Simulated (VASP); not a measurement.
# Y (P6_3/mmc) in VASP: notebook

Y is run at these levels: PBEsol; tasks: single point, relaxation of cell and atoms.

Program: VASP 6.6.1. These are calculated values, not measurements. Logs are shortened: lines on timing, memory, paths and dates and some standing lists are left out, and cuts for length are marked.

## 1. The cell of the first run

It takes space group P6_3/mmc (No. 194, hexagonal). The conventional cell has a = 3.614 Å, b = 3.614 Å, c = 5.566 Å, α = 90.00°, β = 90.00°, γ = 120.00°. Y (site symmetry -6m2) has 12 Y at 3.48 to 3.61 Å within 4.6 Å.

## 2. Single point, PBEsol

INCAR reads:

```
PREC = Accurate
ENCUT = 520
EDIFF = 1E-6
ISMEAR = 1
SIGMA = 0.1
LREAL = False
LASPH = True
NELM = 100
ALGO = Normal
ISIF = 2
LWAVE = False
LCHARG = True
GGA = PS
LELF = True
LVHAR = True
NBANDS = 18
```

KPOINTS reads:

```
regular mesh
0
Gamma
  7 7 4
```

POSCAR reads:

```
Y
1.0
    3.6137343214      0.0000000000      0.0000000000
   -1.8068671607      3.1295857249      0.0000000000
    0.0000000000      0.0000000000      5.5663906019
Y
2
Direct
    0.3333333333      0.6666666667      0.2500000000
    0.6666666667      0.3333333333      0.7500000000
```

Potentials or basis: VASP PAW PBE potentials, release 64 (Y_sv).

Started as:

```console
$ cat potpaw_PBE.64/Y_sv/POTCAR > POTCAR
$ mpirun -np 1 vasp_std > vasp.out
```

OUTCAR:

```text
PREC = Accurate
   ENCUT = 520
   EDIFF = 1E-6
   ISMEAR = 1
   LREAL = False
   LASPH = True
   NELM = 100
   ISIF = 2
   GGA = PS

 ion  position               nearest neighbor table
   1  0.333  0.667  0.250-   2 3.48   2 3.48   2 3.48   2 3.48   2 3.48   2 3.48
   2  0.667  0.333  0.750-   1 3.48   1 3.48   1 3.48   1 3.48   1 3.48   1 3.48

  LATTYP: Found a hexagonal cell.
 ALAT       =     3.6137343214
 C/A-ratio  =     1.5403430653

  Lattice vectors:

 A1 = (   3.6137343214,   0.0000000000,   0.0000000000)
 A2 = (  -1.8068671607,   3.1295857249,   0.0000000000)
 A3 = (   0.0000000000,   0.0000000000,   5.5663906019)

Analysis of symmetry for initial positions (statically):
=====================================================================
 Subroutine PRICEL returns:
 Original cell was already a primitive cell.

 Routine SETGRP: Setting up the symmetry group for a
 hexagonal supercell.

 Subroutine GETGRP returns: Found 24 space group operations
 (whereof 12 operations were pure point group operations)
 out of a pool of 24 trial point group operations.

The static configuration has the point symmetry D_3d.
 The point group associated with its full space group is D_6h.

Analysis of symmetry for dynamics (positions and initial velocities):
=====================================================================
 Subroutine PRICEL returns:
 Original cell was already a primitive cell.

 Routine SETGRP: Setting up the symmetry group for a
 hexagonal supercell.

 Subroutine GETGRP returns: Found 24 space group operations
 (whereof 12 operations were pure point group operations)
 out of a pool of 24 trial point group operations.

The dynamic configuration has the point symmetry D_3d.
 The point group associated with its full space group is D_6h.

 Subroutine INISYM returns: Found 24 space group operations
 (whereof 12 operations are pure point group operations),
 and found     1 'primitive' translations

----------------------------------------------------------------------------------------

                                     Primitive cell

  volume of cell :      62.9530

  direct lattice vectors                    reciprocal lattice vectors
     3.613734321  0.000000000  0.000000000     0.276722058  0.159765555  0.000000000
    -1.806867161  3.129585725  0.000000000     0.000000000  0.319531110  0.000000000
     0.000000000  0.000000000  5.566390602     0.000000000  0.000000000  0.179649628

  length of vectors
     3.613734321  3.613734321  5.566390602     0.319531110  0.319531110  0.179649628

  position of ions in fractional coordinates (direct lattice)
     0.333333333  0.666666667  0.250000000
     0.666666667  0.333333333  0.750000000

  ion indices of the primitive-cell ions
   primitive index   ion index
                 1           1
                 2           2

----------------------------------------------------------------------------------------

 KPOINTS: regular mesh

Automatic generation of k-mesh.
 Grid dimensions read from file:
 generate k-points for:    7    7    4

 Generating k-lattice:

  Cartesian coordinates                     Fractional coordinates (reciprocal lattice)
     0.039531723  0.022823651  0.000000000     0.142857143  0.000000000  0.000000000
     0.000000000  0.045647301  0.000000000     0.000000000  0.142857143  0.000000000
     0.000000000  0.000000000  0.044912407     0.000000000  0.000000000  0.250000000

  Length of vectors
     0.045647301  0.045647301  0.044912407

  Shift w.r.t. Gamma in fractional coordinates (k-lattice)
     0.000000000  0.000000000  0.000000000

 Subroutine IBZKPT returns following result:
 ===========================================

 Found     24 irreducible k-points:

 Following reciprocal coordinates:
            Coordinates               Weight
  0.000000  0.000000  0.000000      1.000000
  0.142857 -0.000000  0.000000      6.000000
  0.285714  0.000000  0.000000      6.000000
  0.428571 -0.000000  0.000000      6.000000
  0.142857  0.142857  0.000000      6.000000
  0.285714  0.142857  0.000000     12.000000
[... 16 lines left out ...]
  0.428571  0.142857  0.500000      6.000000
  0.285714  0.285714  0.500000      6.000000
   k-points           NKPTS =     24   k-points in BZ     NKDIM =     24   number of bands    NBANDS=     18
   number of dos      NEDOS =    301   number of ions     NIONS =      2
   total plane-waves  NPLWV =  32928
   dimension x,y,z NGX =    28 NGY =   28 NGZ =   42
   dimension x,y,z NGXF=    56 NGYF=   56 NGZF=   84
   ions per type =               2
   NGX,Y,Z   is equivalent  to a cutoff of  12.88, 12.88, 12.54 a.u.
   NGXF,Y,Z  is equivalent  to a cutoff of  25.76, 25.76, 25.09 a.u.
 SYSTEM =  unknown system
   PREC   = accura    normal or accurate (medium, high low for compatibility)
   ISTART =      0    job   : 0-new  1-cont  2-samecut
   ICHARG =      2    charge: 1-file 2-atom 10-const
   ISPIN  =      1    spin polarized calculation?
   LNONCOLLINEAR =      F non collinear calculations
   LSORBIT =      F    spin-orbit coupling
   LASPH  =      T    aspherical Exc in radial PAW
   ENCUT  =  520.0 eV  38.22 Ry    6.18 a.u.   6.72  6.72 10.35*2*pi/ulx,y,z
   NELM   =    100;   NELMIN=  2; NELMDL= -5     # of ELM steps
   EDIFF  = 0.1E-05   stopping-criterion for ELM
   LREAL  =      F    real-space projection
   EDIFFG = 0.1E-04   stopping-criterion for IOM
   NSW    =      0    number of steps for IOM
   IBRION =     -1    ionic relax: 0-MD 1-quasi-New 2-CG
   NFREE  =      0    steps in history (QN), initial steepest desc. (CG)
   ISIF   =      2    stress and relaxation
   ISYM   =      2    0-nonsym 1-usesym 2-fastsym
   POTIM  = 0.5000    time-step for ionic-motion
   TEBEG  =    0.0;   TEEND  =   0.0 temperature during run
   PSTRESS=    0.0 pullay stress
   NELECT =      22.0000    total number of electrons
   NUPDOWN=      -1.0000    fix difference up-down
   EMIN   =  10.00;   EMAX   =-10.00  energy-range for DOS
   EFERMI =   0.00;   METHOD = LEGACY
   ISMEAR =     1;   SIGMA  =   0.10  broadening in eV -4-tet -1-fermi 0-gaus
   EFERMI_NEDOS =   21; number of points for ismear=-14 and -15
   IALGO  =     38    algorithm
   IMIX   =      4    mixing-type and parameters
     AMIX     =   0.40;   BMIX     =  1.00
     AMIX_MAG =   1.60;   BMIX_MAG =  1.00
  volume/ion in A,a.u.               =      31.48       212.41
  Fermi-wavevector in a.u.,A,eV,Ry     =   1.153126  2.179092 18.091665  1.329700
  Thomas-Fermi vector in A             =   2.289772
   LORBIT       =      0    0 simple, 1 ext, 2 COOP (PROOUT), +10 PAW based schemes
   GGA     = PS    functional components
   LHFCALC =     F    Hartree Fock is set to
   AEXX    =    0.0000 exact exchange contribution
   IVDW    =     0    specifies the selected vdW correction
   LEPSILON=     F    determine dielectric tensor
   LRPA    =     F    only Hartree local field effects (RPA)
 non-spin polarized calculation
 Methfessel and Paxton  Order N= 1 SIGMA  =   0.10
  energy-cutoff  :      520.00
  volume of cell :       62.95
 maximum number of plane-waves:      1725
 NGX is ok and might be reduce to    28
   NGX = 13   NGY = 13   NGZ = 21

 number of electron      22.0000002 magnetization

 Free energy of the ion-electron system (eV)
  ---------------------------------------------------
  ext. energy  EPLUGINS =         0.00000000
  ---------------------------------------------------
  free energy    TOTEN  =       -13.64410223 eV

  energy without entropy =      -13.64204834  energy(sigma->0) =      -13.64341760

 E-fermi :   3.1204     XC(G=0):  -9.7023

 val. band max:        3.1198268620   @ k =   0.2857   0.2857   0.5000
 cond. band min:       3.1367006162   @ k =   0.1429   0.1429   0.0000
 fundamental gap:      0.0168737541
 Fermi energy:         3.1203888087

 k-point     1 :       0.0000    0.0000    0.0000
  band No.  band energies     occupation
      1     -39.4178      2.00000
      2     -39.3224      2.00000
      3     -19.7771      2.00000
      4     -19.2343      2.00000
      5     -19.2343      2.00000
      6     -19.1215      2.00000
[... 10 lines left out ...]
     17       5.8515      0.00000
     18       5.8515      0.00000

 k-point     2 :       0.1429   -0.0000    0.0000
  band No.  band energies     occupation
      1     -39.4062      2.00000
      2     -39.3192      2.00000
      3     -19.7358      2.00000
      4     -19.3118      2.00000
      5     -19.2614      2.00000
      6     -19.2027      2.00000
[... 10 lines left out ...]
     17       5.8657      0.00000
     18       5.8851      0.00000

 k-point     3 :       0.2857    0.0000    0.0000
  band No.  band energies     occupation
      1     -39.3782      2.00000
      2     -39.3138      2.00000
      3     -19.6278      2.00000
      4     -19.4874      2.00000
      5     -19.3742      2.00000
      6     -19.3180      2.00000
[... 10 lines left out ...]
     17       6.7843      0.00000
     18       6.9355      0.00000

 k-point     4 :       0.4286   -0.0000    0.0000
  band No.  band energies     occupation
      1     -39.3512      2.00000
      2     -39.3140      2.00000
      3     -19.6286      2.00000
      4     -19.5067      2.00000
      5     -19.5027      2.00000
      6     -19.3608      2.00000
[... 375 lines left out ...]
      4     -19.6386      2.00000
      5     -19.3258      2.00000
      6     -19.3258      2.00000
[... 10 lines left out ...]
     17       7.9631      0.00000
     18       7.9631      0.00000

 k-point    23 :       0.4286    0.1429    0.5000
  band No.  band energies     occupation
      1     -39.3288      2.00000
      2     -39.3288      2.00000
      3     -19.6864      2.00000
      4     -19.6864      2.00000
      5     -19.3548      2.00000
      6     -19.3548      2.00000
[... 10 lines left out ...]
     17       8.1178      0.00000
     18       8.1178      0.00000

 k-point    24 :       0.2857    0.2857    0.5000
  band No.  band energies     occupation
      1     -39.3271      2.00000
      2     -39.3271      2.00000
      3     -19.6459      2.00000
      4     -19.6459      2.00000
      5     -19.4310      2.00000
      6     -19.4310      2.00000
[... 10 lines left out ...]
     17       7.9383      0.00000
     18       7.9383      0.00000

------------------------ aborting loop because EDIFF is reached ----------------------------------------

  FORCE on cell =-STRESS in cart. coord.  units (eV):
  Direction    XX          YY          ZZ          XY          YZ          ZX
  --------------------------------------------------------------------------------------
  -------------------------------------------------------------------------------------
  Total       -0.0427850     -0.0427850     -0.0273596     -0.0000000      0.0000000     -0.0000000
  in kB       -1.0888935     -1.0888935     -0.6963113     -0.0000000      0.0000000     -0.0000000
  external PRESSURE =      -0.9580328 kB  Pullay stress =       0.0000000 kB

 VOLUME and BASIS-vectors are now :
 -----------------------------------------------------------------------------
  energy-cutoff  :      520.00
  volume of cell :       62.95
      direct lattice vectors                 reciprocal lattice vectors
     3.613734321  0.000000000  0.000000000     0.276722058  0.159765555  0.000000000
    -1.806867161  3.129585725  0.000000000     0.000000000  0.319531110  0.000000000
     0.000000000  0.000000000  5.566390602     0.000000000  0.000000000  0.179649628

 POSITION                                       TOTAL-FORCE (eV/Angst)
 -----------------------------------------------------------------------------------
     -0.00000      2.08639      1.39160        -0.000000     -0.000000      0.000000
      1.80687      1.04320      4.17479         0.000000      0.000000      0.000000
 -----------------------------------------------------------------------------------
    total drift:                               -0.000000      0.000000     -0.000000

  FREE ENERGIE OF THE ION-ELECTRON SYSTEM (eV)
  ---------------------------------------------------
  free  energy   TOTEN  =       -13.6441022349 eV

  energy  without entropy=      -13.6420483406  energy(sigma->0) =      -13.64341760
```

It took 30 s on 1 thread of Intel Xeon Platinum 8259CL at 2.50GHz (Skylake/Cascade Lake), shared host; peak memory 0.19 GiB.

Results:

- Free energy: -13.6441 eV
- Pressure: -0.1 GPa
- Band gap on the k mesh: zero (band 11 reaches 4.26 eV, above the bottom of band 12 at 2.60 eV)

Caveat: the PAW data sets were made with another functional, which shifts forces and pressure a little.

## 3. Relaxation of cell and atoms, PBEsol

This run uses another cell than the first one, of 33.01 Å³/atom, 1.049 times its volume.

INCAR reads:

```
SYSTEM = Y
  PREC = Accurate
  ENCUT = 600
  EDIFF = 1E-6
  ISMEAR = 1
  SIGMA = 0.1
  LREAL = .FALSE.
  LASPH = .TRUE.
  NELM = 100
  ALGO = Normal
  ISIF = 3
  LWAVE = .FALSE.
  LCHARG = .FALSE.
  GGA = PS
  IBRION = 2
  NSW = 60
  EDIFFG = -0.03
```

KPOINTS reads:

```
Automatic mesh
0
G
  7 7 4
  0 0 0
```

POSCAR reads:

```
Y
1.0
    3.6474000000      0.0000000000      0.0000000000
   -1.8237000000      3.1587410600      0.0000000000
    0.0000000000      0.0000000000      5.7306000000
Y
2
Direct
    0.3333333333      0.6666666667      0.2500000000
    0.6666666667      0.3333333333      0.7500000000
```

Potentials or basis: VASP PAW PBE potentials, release 64 (Y_sv).

Started as:

```console
$ cat potpaw_PBE.64/Y_sv/POTCAR > POTCAR
$ mpirun -np 1 vasp_std > vasp.out
```

It took 2.4 min on 1 thread of Intel Xeon Platinum 8259CL at 2.50GHz (Skylake/Cascade Lake), shared host; peak memory 0.23 GiB.

Results (log left out):

```
Free energy                            : -13.6445 eV
Relaxed volume                         : 31.36 Å³/atom
Relaxed cell                           : a = 3.609 Å, b = 3.609 Å, c = 5.562 Å, α = 90.00°, β = 90.00°, γ = 120.00°
Space group after relaxing (to 0.05 Å) : P6_3/mmc (No. 194)
Energy gained by relaxing              : 11.9 meV/atom
Ionic steps                            : 6
Pressure after relaxing                : 0.1 GPa
Band gap on the k mesh                 : zero (band 11 reaches 4.28 eV, above the bottom of band 12 at 2.62 eV)
```

The path:
| step | energy change (eV) | largest force (eV/Å) | pressure (GPa) | volume (Å³) |
| --- | --- | --- | --- | --- |
| 1 | 0.0000 | 0.0000 | -2.06 | 66.02 |
| 2 | -0.0221 | 0.0000 | 0.52 | 62.05 |
| 3 | -0.0231 | 0.0000 | 0.04 | 62.70 |
| 4 | -0.0231 | 0.0000 | 0.11 | 62.63 |
| 5 | -0.0236 | 0.0000 | 0.08 | 62.67 |
| 6 | -0.0238 | 0.0000 | 0.05 | 62.73 |

Final structure:
```
Y
1.0
     3.60881    0.00000    0.00000
    -1.80441    3.12532    0.00000
     0.00000    0.00000    5.56161
Y
2
Cartesian
  0.0000 2.0835 1.3904
  1.8044 1.0418 4.1712
```

Levels at points of the mesh, in eV from the Fermi level:
```csv
k point,band 7,band 8,band 9,band 10,band 11,band 12,band 13,band 14
"(0.00, 0.00, 0.00)",-22.23,-22.17,-4.80,-1.96,1.14,1.71,1.71,2.19
"(0.00, 0.00, 0.50)",-22.29,-22.29,-3.27,-3.27,1.01,1.01,1.60,1.60
```

Caveat: the PAW data sets were made with another functional, which shifts forces and pressure a little.
